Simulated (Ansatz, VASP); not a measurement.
# Au in VASP and in Ansatz

```xyz
2
Lattice="2.8862 0.0000 0.0000 -1.4431 2.4995 0.0000 0.0000 0.0000 4.7131" Properties=species:S:1:pos:R:3 pbc="T T T"
Au    0.0000    1.6663    1.1783
Au    1.4431    0.8332    3.5348
```

Alike in both runs: task single point; functional PBE; dispersion D3(BJ); k mesh 9 × 9 × 4; occupations gaussian, width 0.1 eV; no spin polarisation.

|  | VASP | Ansatz |
| --- | --- | --- |
| version | VASP 6.6.1 | Ansatz 0.2.0 |
| potentials or method | VASP PAW PBE potentials, release 64 (Au), cutoff 500 eV | scalar-relativistic, plane waves, PAW |
| valence electrons in the cell | 22 | 38 |

VASP gave:

| Quantity | Value |
| --- | --- |
| gap on the k mesh at the Fermi level (eV) | none |
| pressure (GPa) | 2.5 |
| traceless stress, the component that is largest in VASP (GPa) | 1.67 |

Question: What did Ansatz give for the same quantities?

Answer: gap on the k mesh at the Fermi level (eV): none; pressure (GPa): 2.8; traceless stress, the component that is largest in VASP (GPa): 1.65.

A gap of «none» marks a metal or a gap that the smearing closes. VASP's potentials hold 22 valence electrons a cell and Ansatz's 38, so a difference there can come from the potentials and not from the codes.

Neither program's run includes spin-orbit coupling.
